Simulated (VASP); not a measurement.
# Cd7SnS8 (a cell with a defect) in VASP: settings compared

The runs below take Cd7SnS8 (a cell with a defect) through single point, with PBEsol, r2SCAN.

All numbers are computed with VASP 6.6.1; they aren't measurements. Logs are shortened: lines on timing, memory, paths and dates and some standing lists are left out, and cuts for length are marked.

**1. The cell of the first run**

The cell holds a defect, 16 atoms: a = 8.247 Å, b = 7.142 Å, c = 6.711 Å, α = 90.00°, β = 90.00°, γ = 90.00°.

**2. Single point, PBEsol**

INCAR reads:

```
  PREC = Accurate
  ENCUT = 400
  EDIFF = 1E-6
  ISMEAR = -1
  SIGMA = 0.05
  LREAL = Auto
  LASPH = True
  NELM = 120
  ALGO = Normal
  ISIF = 2
  LWAVE = False
  LCHARG = True
  GGA = PS
  LELF = True
  LVHAR = True
  NBANDS = 87
  NELECT = 143.0
  ISYM = -1
  GGA_COMPAT = False
```

KPOINTS reads:

```
explicit points
1
Reciprocal
  0.25000000   0.25000000   0.25000000 1
```

POSCAR reads:

```
Cd7SnS8
1.0
    8.2470030000      0.0000000000      0.0000000000
    0.0000000000      7.1421140000      0.0000000000
    0.0000000000      0.0000000000      6.7106280000
Cd Sn S
7 1 8
Direct
    0.2544570000      0.1680500000      0.4961210000
    0.9980520000      0.6681530000      0.5038740000
    0.7509760000      0.1639450000      0.5009020000
    0.9993570000      0.3335620000      0.9947910000
    0.4986560000      0.3336140000      0.9991130000
    0.2501120000      0.8296300000      0.0004270000
    0.7425570000      0.8346440000      0.0008320000
    0.4991710000      0.6673840000      0.4962970000
    0.0011640000      0.3295390000      0.3707710000
    0.4977730000      0.3316430000      0.3804210000
    0.2518390000      0.8379080000      0.3763120000
    0.7492380000      0.8309820000      0.3788720000
    0.2488400000      0.1676370000      0.8774890000
    0.9994100000      0.6664550000      0.8781760000
    0.7501280000      0.1629870000      0.8804880000
    0.5038290000      0.6648090000      0.8726940000
```

Potentials or basis: VASP PAW PBE potentials, release 64 (Cd, Sn_d, S).

Launch:

```
cat potpaw_PBE.64/Cd/POTCAR potpaw_PBE.64/Sn_d/POTCAR potpaw_PBE.64/S/POTCAR > POTCAR
mpirun -np 1 vasp_std > vasp.out
```

OUTCAR:

```text
PREC = Accurate
   ENCUT = 400
   EDIFF = 1E-6
   ISMEAR = -1
   LREAL = Auto
   LASPH = True
   NELM = 120
   ISIF = 2
   GGA = PS
   NELECT = 143.0
   ISYM = -1

 ion  position               nearest neighbor table
   1  0.254  0.168  0.496-  10 2.45  11 2.49   9 2.53  13 2.56
   2  0.998  0.668  0.504-  12 2.50  14 2.51  11 2.57   9 2.58
   3  0.751  0.164  0.501-  12 2.52   9 2.53  10 2.54  15 2.55
   4  0.999  0.334  0.995-  13 2.50  14 2.50  15 2.51   9 2.52
   5  0.499  0.334  0.999-  13 2.51  16 2.51  15 2.53  10 2.56
   6  0.250  0.830  0.000-  14 2.51  11 2.52  16 2.55  13 2.55
[... 8 lines left out ...]
  15  0.750  0.163  0.880-   7 2.48   4 2.51   5 2.53   3 2.55
  16  0.504  0.665  0.873-   7 2.47   5 2.51   8 2.53   6 2.55

IMPORTANT INFORMATION: All symmetrisations will be switched off!
NOSYMM: (Re-)initialisation of all symmetry stuff for point group C_1.

----------------------------------------------------------------------------------------

                                     Primitive cell

  volume of cell :     395.2629

  direct lattice vectors                    reciprocal lattice vectors
     8.247003000  0.000000000  0.000000000     0.121256170  0.000000000  0.000000000
     0.000000000  7.142114000  0.000000000     0.000000000  0.140014567  0.000000000
     0.000000000  0.000000000  6.710628000     0.000000000  0.000000000  0.149017350

  length of vectors
     8.247003000  7.142114000  6.710628000     0.121256170  0.140014567  0.149017350

  position of ions in fractional coordinates (direct lattice)
     0.254457000  0.168050000  0.496121000
     0.998052000  0.668153000  0.503874000
     0.750976000  0.163945000  0.500902000
     0.999357000  0.333562000  0.994791000
     0.498656000  0.333614000  0.999113000
     0.250112000  0.829630000  0.000427000
[... 8 lines left out ...]
     0.750128000  0.162987000  0.880488000
     0.503829000  0.664809000  0.872694000

  ion indices of the primitive-cell ions
   primitive index   ion index
                 1           1
                 2           2
                 3           3
                 4           4
                 5           5
                 6           6
[... 8 lines left out ...]
                15          15
                16          16

----------------------------------------------------------------------------------------

 KPOINTS: explicit points

Read explicit list of k-points.

 Found      1 k-points:

 Following reciprocal coordinates:
            Coordinates               Weight
  0.250000  0.250000  0.250000      1.000000
   k-points           NKPTS =      1   k-points in BZ     NKDIM =      1   number of bands    NBANDS=     87
   number of dos      NEDOS =    301   number of ions     NIONS =     16
   total plane-waves  NPLWV = 124416
   dimension x,y,z NGX =    54 NGY =   48 NGZ =   48
   dimension x,y,z NGXF=   108 NGYF=   96 NGZF=   96
   ions per type =               7   1   8
   NGX,Y,Z   is equivalent  to a cutoff of  10.89, 11.17, 11.89 a.u.
   NGXF,Y,Z  is equivalent  to a cutoff of  21.77, 22.35, 23.78 a.u.
 SYSTEM =  unknown system
   PREC   = accura    normal or accurate (medium, high low for compatibility)
   ISTART =      0    job   : 0-new  1-cont  2-samecut
   ICHARG =      2    charge: 1-file 2-atom 10-const
   ISPIN  =      1    spin polarized calculation?
   LNONCOLLINEAR =      F non collinear calculations
   LSORBIT =      F    spin-orbit coupling
   LASPH  =      T    aspherical Exc in radial PAW
   ENCUT  =  400.0 eV  29.40 Ry    5.42 a.u.  13.45 11.65 10.94*2*pi/ulx,y,z
   NELM   =    120;   NELMIN=  2; NELMDL= -5     # of ELM steps
   EDIFF  = 0.1E-05   stopping-criterion for ELM
   LREAL  =      T    real-space projection
   EDIFFG = 0.1E-04   stopping-criterion for IOM
   NSW    =      0    number of steps for IOM
   IBRION =     -1    ionic relax: 0-MD 1-quasi-New 2-CG
   NFREE  =      0    steps in history (QN), initial steepest desc. (CG)
   ISIF   =      2    stress and relaxation
   ISYM   =     -1    0-nonsym 1-usesym 2-fastsym
   POTIM  = 0.5000    time-step for ionic-motion
   TEBEG  =    0.0;   TEEND  =   0.0 temperature during run
   PSTRESS=    0.0 pullay stress
   NELECT =     143.0000    total number of electrons
   NUPDOWN=      -1.0000    fix difference up-down
   EMIN   =  10.00;   EMAX   =-10.00  energy-range for DOS
   EFERMI =   0.00;   METHOD = LEGACY
   ISMEAR =    -1;   SIGMA  =   0.05  broadening in eV -4-tet -1-fermi 0-gaus
   EFERMI_NEDOS =   21; number of points for ismear=-14 and -15
   IALGO  =     38    algorithm
   IMIX   =      4    mixing-type and parameters
     AMIX     =   0.40;   BMIX     =  1.00
     AMIX_MAG =   1.60;   BMIX_MAG =  1.00
  volume/ion in A,a.u.               =      24.70       166.71
  Fermi-wavevector in a.u.,A,eV,Ry     =   1.166518  2.204400 18.514324  1.360764
  Thomas-Fermi vector in A             =   2.303030
   LORBIT       =      0    0 simple, 1 ext, 2 COOP (PROOUT), +10 PAW based schemes
   GGA     = PS    functional components
   LHFCALC =     F    Hartree Fock is set to
   AEXX    =    0.0000 exact exchange contribution
   IVDW    =     0    specifies the selected vdW correction
   LEPSILON=     F    determine dielectric tensor
   LRPA    =     F    only Hartree local field effects (RPA)
 non-spin polarized calculation
  energy-cutoff  :      400.00
  volume of cell :      395.26
 maximum number of plane-waves:      7174
 NGX is ok and might be reduce to    54
   NGX = 27   NGY = 23   NGZ = 21

 number of electron     143.0000027 magnetization

 Free energy of the ion-electron system (eV)
  ---------------------------------------------------
  ext. energy  EPLUGINS =         0.00000000
  ---------------------------------------------------
  free energy    TOTEN  =       -63.23706703 eV

  energy without entropy =      -63.13099655  energy(sigma->0) =      -63.18403179

 E-fermi :   1.2494     XC(G=0):  -9.2550

 val. band max:        1.2205998681   @ k =   0.2500   0.2500   0.2500
 cond. band min:       2.9054750412   @ k =   0.2500   0.2500   0.2500
 fundamental gap:      1.6848751731
 Fermi energy:         1.2494040600

 k-point     1 :       0.2500    0.2500    0.2500
  band No.  band energies     occupation
      1     -19.8823      2.00000
      2     -19.8770      2.00000
      3     -19.8710      2.00000
      4     -19.8169      2.00000
      5     -19.8155      2.00000
      6     -11.3602      2.00000
[... 75 lines left out ...]
     82       6.6541      0.00000
     83       6.7113      0.00000
 [bands above 83 left out]

------------------------ aborting loop because EDIFF is reached ----------------------------------------

  FORCE on cell =-STRESS in cart. coord.  units (eV):
  Direction    XX          YY          ZZ          XY          YZ          ZX
  --------------------------------------------------------------------------------------
  -------------------------------------------------------------------------------------
  Total      -24.3718106    -24.2415921    -24.4035964      2.0283681     -0.7153542      0.3039991
  in kB      -98.7898399    -98.2620063    -98.9186819      8.2218823     -2.8996503      1.2322442
  external PRESSURE =     -98.6568427 kB  Pullay stress =       0.0000000 kB

 VOLUME and BASIS-vectors are now :
 -----------------------------------------------------------------------------
  energy-cutoff  :      400.00
  volume of cell :      395.26
      direct lattice vectors                 reciprocal lattice vectors
     8.247003000  0.000000000  0.000000000     0.121256170  0.000000000  0.000000000
     0.000000000  7.142114000  0.000000000     0.000000000  0.140014567  0.000000000
     0.000000000  0.000000000  6.710628000     0.000000000  0.000000000  0.149017350

 POSITION                                       TOTAL-FORCE (eV/Angst)
 -----------------------------------------------------------------------------------
      2.09851      1.20023      3.32928        -0.705937      0.272430      0.556970
      8.23094      4.77202      3.38131         0.180167     -0.663238      0.198246
      6.19330      1.17091      3.36137         0.319483      0.382941      0.354031
      8.24170      2.38234      6.67567        -0.090127     -0.013549      0.101934
      4.11242      2.38271      6.70468        -0.012262     -0.364609     -0.197922
      2.06267      5.92531      0.00287        -0.253199      0.240153     -0.421709
[... 8 lines left out ...]
      6.18631      1.16407      5.90863        -0.139974      0.063528     -0.194517
      4.15508      4.74814      5.85632        -0.353475     -0.056998     -0.741045
 -----------------------------------------------------------------------------------
    total drift:                                0.000974     -0.000166     -0.002174

  FREE ENERGIE OF THE ION-ELECTRON SYSTEM (eV)
  ---------------------------------------------------
  free  energy   TOTEN  =       -63.2370670293 eV

  energy  without entropy=      -63.1309965499  energy(sigma->0) =      -63.18403179
```

It took 42 s on 1 thread of AMD EPYC 7R13 (Zen 3), shared host; peak memory 0.31 GiB.

Results:

| Property | Result |
| --- | --- |
| Free energy | -63.2371 eV |
| Largest force | 1.069 eV/Å |

Forces in eV/Å, atoms in the order of the input:
```
Cd  -0.706  0.272  0.557
Cd   0.180 -0.663  0.198
Cd   0.319  0.383  0.354
Cd  -0.090 -0.014  0.102
Cd  -0.012 -0.365 -0.198
Cd  -0.253  0.240 -0.422
Cd   0.660  0.110 -0.178
Sn  -0.024 -0.133  0.237
S    0.022  0.104  0.235
S    0.379  0.997 -0.062
S    0.589 -0.652  0.196
S   -0.708 -0.292  0.014
S    0.235 -0.209 -0.140
S   -0.098  0.215  0.043
S   -0.140  0.064 -0.195
S   -0.353 -0.057 -0.741
```

Levels at points of the mesh, in eV from the Fermi level:
```tsv
k point	band 68	band 69	band 70	band 71	band 72	band 73	band 74	band 75	band 76	band 77
(0.25, 0.25, 0.25)	-0.61	-0.53	-0.42	-0.09	-0.03	1.66	3.33	3.46	3.71	3.96
```

Caveat: the cell carries a net charge on a neutralising background, which shifts energy and pressure; the cell is charged against a uniform background, so pressure and absolute levels hang on convention; the PAW data sets were made with another functional, which shifts forces and pressure a little; spin-orbit coupling is left out, which moves the levels of the heavy elements.

**3. Single point, r2SCAN**

POSCAR is that of step 2.

INCAR.step1 reads:

```
SYSTEM = Cd7SnS8
  PREC = Accurate
  ENCUT = 440
  ISMEAR = -1
  SIGMA = 0.05
  LREAL = Auto
  LASPH = .True.
  NELM = 120
  NBANDS = 87
  NELECT = 144.0
  ISYM = -1
  GGA = PE
  ALGO = Normal
  EDIFF = 1E-5
  LWAVE = .True.
  LCHARG = .False.
  GGA_COMPAT = .False.
```

INCAR.step2 reads:

```
SYSTEM = Cd7SnS8
  PREC = Accurate
  ENCUT = 440
  EDIFF = 1E-6
  ISMEAR = -1
  SIGMA = 0.05
  LREAL = Auto
  LASPH = .True.
  NELM = 120
  ALGO = Normal
  ISIF = 2
  LWAVE = .False.
  LCHARG = .True.
  METAGGA = R2SCAN
  LMIXTAU = .True.
  LELF = .True.
  LVHAR = .True.
  NBANDS = 87
  NELECT = 144.0
  ISYM = -1
  ISTART = 1
  GGA_COMPAT = .False.
```

KPOINTS is that of step 2.

Potentials or basis: VASP PAW PBE potentials, release 64 (Cd, Sn_d, S).

Launch:

```
cat potpaw_PBE.64/Cd/POTCAR potpaw_PBE.64/Sn_d/POTCAR potpaw_PBE.64/S/POTCAR > POTCAR
cp INCAR.step1 INCAR
mpirun -np 1 vasp_std > vasp.out
cp INCAR.step2 INCAR
mpirun -np 1 vasp_std > vasp.out
```

It took 2.8 min on 1 thread of AMD EPYC 7R13 (Zen 3), shared host; peak memory 0.36 GiB.

The run converged. Its results:

```
Free energy   : -246.0699 eV
Largest force : 1.425 eV/Å
```

Forces in eV/Å, atoms in the order of the input:
```
Cd  -0.870  0.371  0.745
Cd   0.211 -0.850  0.345
Cd   0.517  0.496  0.537
Cd   0.028 -0.039 -0.027
Cd   0.058 -0.626 -0.388
Cd  -0.366  0.405 -0.608
Cd   0.897  0.191 -0.350
Sn  -0.033 -0.195  0.374
S   -0.028  0.076  0.307
S    0.405  1.366 -0.013
S    0.905 -0.845  0.278
S   -1.048 -0.405  0.080
S    0.268 -0.311 -0.112
S   -0.205  0.279  0.070
S   -0.342  0.134 -0.169
S   -0.398 -0.046 -1.070
```

Levels at points of the mesh, in eV from the Fermi level:
```
           k point  band 69  band 70  band 71  band 72  band 73  band 74  band 75  band 76
(0.25, 0.25, 0.25)    -1.41    -1.29    -0.93    -0.80     0.80     2.74     2.78     3.10
```

Caveat: the cell carries a net charge on a neutralising background, which shifts energy and pressure; the cell is charged against a uniform background, so pressure and absolute levels hang on convention; the PAW data sets were made with another functional, which shifts forces and pressure a little; spin-orbit coupling is left out, which moves the levels of the heavy elements.
